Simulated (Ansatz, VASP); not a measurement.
Ti: VASP beside Ansatz

Contents of INCAR:

```
PREC     = Accurate       # precision mode
ENCUT    = 500            # plane-wave cutoff, eV
EDIFF    = 1E-6           # SCF threshold, eV
ISMEAR   = -1             # smearing method
SIGMA    = 0.05           # smearing width, eV
LREAL    = F              # projectors in reciprocal space
LASPH    = T              # aspherical terms in the spheres
NELM     = 120            # most SCF steps
ALGO     = Normal         # electronic algorithm
ISIF     = 2              # what is computed and relaxed
LWAVE    = F              # write WAVECAR
LCHARG   = T              # write CHGCAR
GGA      = CA             # functional
LELF     = T              # ELF
LVHAR    = T            
NBANDS   = 12             # bands
GGA_COMPAT= F
```

The input KPOINTS:

```
Automatic mesh
0
Gamma
  15 15 15
```

File POSCAR:

```
Ti
1.0
    0.0000000000      2.0094935475      2.0094935475
    2.0094935475      0.0000000000      2.0094935475
    2.0094935475      2.0094935475      0.0000000000
Ti
1
Direct
    0.0000000000      0.0000000000      0.0000000000
```

Input for Ansatz:

```yaml
crystal:
  lattice:
    - [0.0, 2.0094935475, 2.0094935475]
    - [2.0094935475, 0.0, 2.0094935475]
    - [2.0094935475, 2.0094935475, 0.0]
  atoms:
    - { symbol: Ti, position: [0.0, 0.0, 0.0] }
kpoints:
  mp_grid: { grid: [15, 15, 15] }
scf:
  occupations: { method: fermi_dirac, width: 0.05 }
hamiltonian:
  xc: lda
  pseudopotentials: { kind: all_electron, lapw: { basis_error: 0.00025 } }
output:
  forces: true
  stress: true
  eigenvalues: true
```

Change from the starting cell: volume scaled by 0.97.

Alike in both runs: task single point; functional LDA; k mesh 15 × 15 × 15; occupations fermi-dirac, width 0.05 eV; no spin polarisation.

|  | VASP | Ansatz |
| --- | --- | --- |
| version | VASP 6.6.1 | Ansatz 0.2.0 |
| potentials or method | VASP PAW LDA potentials, release 64 (Ti_sv), cutoff 500 eV | all-electron LAPW, scalar-relativistic |

```tsv
	VASP	Ansatz	Ansatz less VASP
pressure (GPa)	-1.7	-1.4	+0.24
```

LDA's correlation is that of Perdew and Zunger in VASP and of Perdew and Wang (1992) in Ansatz. Ansatz ran all-electron here, and VASP with PAW potentials.
